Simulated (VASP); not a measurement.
Here is a VASP 6.6.1 calculation.

File POSCAR:

```
Cs2WBr6
1.0
    0.0000000000      5.3665004300      5.3665004300
    5.3665004300      0.0000000000      5.3665004300
    5.3665004300      5.3665004300      0.0000000000
Cs W Br
2 1 6
Direct
    0.2500000000      0.2500000000      0.2500000000
    0.7500000000      0.7500000000      0.7500000000
    0.0000000000      0.0000000000      0.0000000000
    0.7550000000      0.2450000000      0.2450000000
    0.2450000000      0.7550000000      0.7550000000
    0.2450000000      0.7550000000      0.2450000000
    0.7550000000      0.2450000000      0.7550000000
    0.2450000000      0.2450000000      0.7550000000
    0.7550000000      0.7550000000      0.2450000000
```

File INCAR.step1:

```
SYSTEM = Cs2WBr6
PREC = Accurate
ENCUT = 520
ISMEAR = 0
SIGMA = 0.05
LREAL = .FALSE.
LASPH = .TRUE.
NELM = 150
ISPIN = 2
MAGMOM = 0 0 2 0 0 0 0 0 0
LMAXMIX = 4
LDAU = .TRUE.
LDAUTYPE = 2
LDAUL = -1 2 -1
LDAUU = 0 2 0
LDAUJ = 0 0 0
NBANDS = 51
GGA = PE
ALGO = Normal
EDIFF = 1E-4
LWAVE = .TRUE.
LCHARG = .FALSE.
```

The input INCAR.step2:

```
SYSTEM = Cs2WBr6
PREC = Accurate
ENCUT = 520
EDIFF = 1E-6
ISMEAR = 0
SIGMA = 0.05
LREAL = .FALSE.
LASPH = .TRUE.
NELM = 150
ALGO = Normal
ISIF = 2
LWAVE = .FALSE.
LCHARG = .FALSE.
ISPIN = 2
MAGMOM = 0 0 2 0 0 0 0 0 0
LORBIT = 11
LMAXMIX = 4
LDAU = .TRUE.
LDAUTYPE = 2
LDAUL = -1 2 -1
LDAUU = 0 2 0
LDAUJ = 0 0 0
LDAUPRINT = 1
METAGGA = R2SCAN
LMIXTAU = .TRUE.
NBANDS = 51
ISTART = 1
```

File KPOINTS:

```
regular mesh
0
G
  3 3 3
  0 0 0
```

Potentials or basis: VASP PAW PBE potentials, release 64 (Cs_sv, W_sv, Br).

Launch:

```sh
$ cat potpaw_PBE.64/Cs_sv/POTCAR potpaw_PBE.64/W_sv/POTCAR potpaw_PBE.64/Br/POTCAR > POTCAR
$ cp INCAR.step1 INCAR
$ mpirun -np 1 vasp_std > vasp.out
$ cp INCAR.step2 INCAR
$ mpirun -np 1 vasp_std > vasp.out
```

Problem. Estimate the site moments.

Solution. Cs +0.00; W +1.80; Br -0.02 μB.

Problem. Estimate the pressure.

Solution. -1.4 GPa.

Forces on the atoms (eV/Å):
```
Cs   0.000  0.000  0.000
Cs   0.000  0.000  0.000
W    0.000  0.000  0.000
Br  -0.760  0.000  0.000
Br   0.760  0.000  0.000
Br   0.000 -0.760  0.000
Br   0.000  0.760  0.000
Br   0.000  0.000 -0.760
Br   0.000  0.000  0.760
```

Caveat: the PAW data sets were made with another functional, which shifts forces and pressure a little.
